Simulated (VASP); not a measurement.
# Zn in VASP: density of states with PBE

Aim: the density of states of Zn with PBE.

All numbers are computed with VASP 6.6.1; they aren't measurements. Logs are shortened: lines on timing, memory, paths and dates and some standing lists are left out, and cuts for length are marked.

## 1. The cell of the first run

The cell holds a slab with vacuum, 4 atoms: a = 2.636 Å, b = 2.636 Å, c = 23.639 Å, α = 90.00°, β = 90.00°, γ = 120.00°.

## 2. Density of states, PBE

Input file POSCAR:

```
Zn
1.0
    2.6356265421      0.0000000000      0.0000000000
   -1.3178132710      2.2825195404      0.0000000000
    0.0000000000      0.0000000000     23.6388000000
Zn
4
Direct
    0.8333333330      0.1666666670      0.3384265333
    0.1666666670      0.8333333330      0.4461421780
    0.8333333330      0.1666666670      0.5538578220
    0.1666666670      0.8333333330      0.6615734667
```

Input file INCAR.step1:

```
PREC     = Accurate       # precision mode
ENCUT    = 520            # plane-wave cutoff, eV
EDIFF    = 1E-7           # SCF threshold, eV
ISMEAR   = -1             # smearing method
SIGMA    = 0.08           # smearing width, eV
LREAL    = False          # projectors in reciprocal space
LASPH    = True           # aspherical terms in the spheres
NELM     = 60             # most SCF steps
ALGO     = Normal         # electronic algorithm
ISIF     = 2              # what is computed and relaxed
LWAVE    = False          # write WAVECAR
LCHARG   = True           # write CHGCAR
LDIPOL   = True         
IDIPOL   = 3            
DIPOL    = 0.5 0.5 0.500
GGA      = PE             # functional
NBANDS   = 32             # bands
```

Input file KPOINTS.step1:

```
regular mesh
0
Gamma
  16 16 1
```

Input file INCAR.step2:

```
PREC     = Accurate       # precision mode
ENCUT    = 520            # plane-wave cutoff, eV
EDIFF    = 1E-7           # SCF threshold, eV
ISMEAR   = -5             # smearing method
SIGMA    = 0.08           # smearing width, eV
LREAL    = False          # projectors in reciprocal space
LASPH    = True           # aspherical terms in the spheres
NELM     = 60             # most SCF steps
ALGO     = Normal         # electronic algorithm
ISIF     = 2              # what is computed and relaxed
LWAVE    = False          # write WAVECAR
LCHARG   = False          # write CHGCAR
LDIPOL   = True         
IDIPOL   = 3            
DIPOL    = 0.5 0.5 0.500
GGA      = PE             # functional
LORBIT   = 10             # projections on sites
NBANDS   = 32             # bands
NEDOS    = 2001           # points of the DOS
ICHARG   = 11             # starting density
```

Input file KPOINTS.step2:

```
regular mesh
0
Gamma
  24 24 1
```

Potentials or basis: VASP PAW PBE potentials, release 64 (Zn).

Launch:

```bash
> cat potpaw_PBE.64/Zn/POTCAR > POTCAR
> cp INCAR.step1 INCAR
> cp KPOINTS.step1 KPOINTS
> mpirun -np 1 vasp_std > vasp.out
> cp INCAR.step2 INCAR
> cp KPOINTS.step2 KPOINTS
> mpirun -np 1 vasp_std > vasp.out
```

OUTCAR:

```text
PREC = Accurate
   ENCUT = 520
   EDIFF = 1E-7
   ISMEAR = -5
   LREAL = False
   LASPH = True
   NELM = 60
   ISIF = 2
   GGA = PE
   LORBIT = 10
   ICHARG = 11

 ion  position               nearest neighbor table
   1  0.833  0.167  0.338-   2 2.97   2 2.97   2 2.97
   2  0.167  0.833  0.446-   3 2.97   3 2.97   3 2.97   1 2.97   1 2.97   1 2.97
   3  0.833  0.167  0.554-   2 2.97   2 2.97   2 2.97   4 2.97   4 2.97   4 2.97
   4  0.167  0.833  0.662-   3 2.97   3 2.97   3 2.97

  LATTYP: Found a hexagonal cell.
 ALAT       =     2.6356265421
 C/A-ratio  =     8.9689489851

  Lattice vectors:

 A1 = (   2.6356265421,   0.0000000000,   0.0000000000)
 A2 = (  -1.3178132710,   2.2825195404,   0.0000000000)
 A3 = (   0.0000000000,   0.0000000000,  23.6388000000)

Analysis of symmetry for initial positions (statically):
=====================================================================
 Subroutine PRICEL returns:
 Original cell was already a primitive cell.

 Routine SETGRP: Setting up the symmetry group for a
 hexagonal supercell.

 Subroutine GETGRP returns: Found 12 space group operations
 (whereof  4 operations were pure point group operations)
 out of a pool of 24 trial point group operations.

The static configuration has the point symmetry C_2h.
 The point group associated with its full space group is D_3d.

Analysis of symmetry for dynamics (positions and initial velocities):
=====================================================================
 Subroutine PRICEL returns:
 Original cell was already a primitive cell.

 Routine SETGRP: Setting up the symmetry group for a
 hexagonal supercell.

 Subroutine GETGRP returns: Found 12 space group operations
 (whereof  4 operations were pure point group operations)
 out of a pool of 24 trial point group operations.

The dynamic configuration has the point symmetry C_2h.
 The point group associated with its full space group is D_3d.

 Subroutine INISYM returns: Found 12 space group operations
 (whereof  4 operations are pure point group operations),
 and found     1 'primitive' translations

----------------------------------------------------------------------------------------

                                     Primitive cell

  volume of cell :     142.2079

  direct lattice vectors                    reciprocal lattice vectors
     2.635626542  0.000000000  0.000000000     0.379416425  0.219056175  0.000000000
[... 106 lines left out ...]
   EFERMI =   0.00;   METHOD = LEGACY
   ISMEAR =    -5;   SIGMA  =   0.08  broadening in eV -4-tet -1-fermi 0-gaus
   EFERMI_NEDOS =   21; number of points for ismear=-14 and -15
   IALGO  =     38    algorithm
   IMIX   =      4    mixing-type and parameters
     AMIX     =   0.40;   BMIX     =  1.00
     AMIX_MAG =   1.60;   BMIX_MAG =  1.00
  volume/ion in A,a.u.               =      35.55       239.92
  Fermi-wavevector in a.u.,A,eV,Ry     =   1.139849  2.154002 17.677446  1.299256
  Thomas-Fermi vector in A             =   2.276552
   LORBIT       =     10    0 simple, 1 ext, 2 COOP (PROOUT), +10 PAW based schemes
   GGA     = PE    functional components
   LHFCALC =     F    Hartree Fock is set to
   AEXX    =    0.0000 exact exchange contribution
   IVDW    =     0    specifies the selected vdW correction
   LEPSILON=     F    determine dielectric tensor
   LRPA    =     F    only Hartree local field effects (RPA)
 non-spin polarized calculation
 Fermi weights with tetrahedron method with Bloechl corrections
  energy-cutoff  :      520.00
  volume of cell :      142.21
 maximum number of plane-waves:      3899
 NGX is ok and might be reduce to    20

 number of electron      48.0000026 magnetization

 dipolmoment           0.000000      0.000000      0.000000 electrons x Angstroem

 Free energy of the ion-electron system (eV)
  ---------------------------------------------------
  ext. energy  EPLUGINS =         0.00000000
  ---------------------------------------------------
  free energy    TOTEN  =        -4.21073963 eV

  energy without entropy =       -4.21073963  energy(sigma->0) =       -4.21073963

 E-fermi :  -0.9644     XC(G=0):  -5.6112

 val. band max:       -1.0098969217   @ k =   0.3750   0.1667   0.0000
 cond. band min:      -0.8652671450   @ k =   0.2500   0.0417   0.0000
 fundamental gap:      0.1446297767
 Fermi energy:        -0.9644317601

 k-point     1 :       0.0000    0.0000    0.0000
  band No.  band energies     occupation
      1     -10.9198      2.00000
      2     -10.1996      2.00000
      3      -9.5992      2.00000
      4      -9.4957      2.00000
      5      -8.7669      2.00000
      6      -8.5578      2.00000
[... 829 lines left out ...]
     31       6.1950      0.00000
     32       7.1592      0.00000

 [... further k-points ...]

------------------------ aborting loop because EDIFF is reached ----------------------------------------

 vacuum level on the upper side and lower side of the slab       (xc-potential included)        -0.070        -0.070

  FORCE on cell =-STRESS in cart. coord.  units (eV):
  Direction    XX          YY          ZZ          XY          YZ          ZX
  --------------------------------------------------------------------------------------
  -------------------------------------------------------------------------------------
  Total       -0.4760204     -0.4760204     -0.7593715     -0.0000000      0.0000000     -0.0000000
  in kB       -5.3630559     -5.3630559     -8.5554152     -0.0000000      0.0000000     -0.0000000
  external PRESSURE =      -6.4271756 kB  Pullay stress =       0.0000000 kB

 VOLUME and BASIS-vectors are now :
 -----------------------------------------------------------------------------
  energy-cutoff  :      520.00
  volume of cell :      142.21
      direct lattice vectors                 reciprocal lattice vectors
     2.635626542  0.000000000  0.000000000     0.379416425  0.219056175  0.000000000
    -1.317813271  2.282519540  0.000000000     0.000000000  0.438112350  0.000000000
     0.000000000  0.000000000 23.638800000     0.000000000  0.000000000  0.042303332

 POSITION                                       TOTAL-FORCE (eV/Angst)
 -----------------------------------------------------------------------------------
      1.97672      0.38042      8.00000         0.000000      0.000000      0.053783
     -0.65891      1.90210     10.54627        -0.000000     -0.000000      0.094925
      1.97672      0.38042     13.09253         0.000000     -0.000000     -0.094925
     -0.65891      1.90210     15.63880         0.000000     -0.000000     -0.053783
 -----------------------------------------------------------------------------------
    total drift:                                0.000001     -0.000000      0.000000

  FREE ENERGIE OF THE ION-ELECTRON SYSTEM (eV)
  ---------------------------------------------------
  free  energy   TOTEN  =        -4.2107396269 eV

  energy  without entropy=       -4.2107396269  energy(sigma->0) =       -4.21073963

 vacuum level on the upper side and lower side of the slab         2.909         2.909

 total charge

# of ion       s       p       d       tot
------------------------------------------
    1        0.610   0.414   9.715  10.739
    2        0.597   0.452   9.717  10.766
    3        0.597   0.452   9.717  10.766
    4        0.610   0.414   9.715  10.739
--------------------------------------------------
tot          2.414   1.731  38.865  43.011
```

Wall time 8.1 min (1 thread of AMD EPYC 9R45, shared host); peak memory 0.33 GiB.

Results:

```
Valence electrons inside the program's atomic spheres : Zn 10.74, 10.77
```

Caveat: tetrahedron occupations give inexact forces and stress in metals.
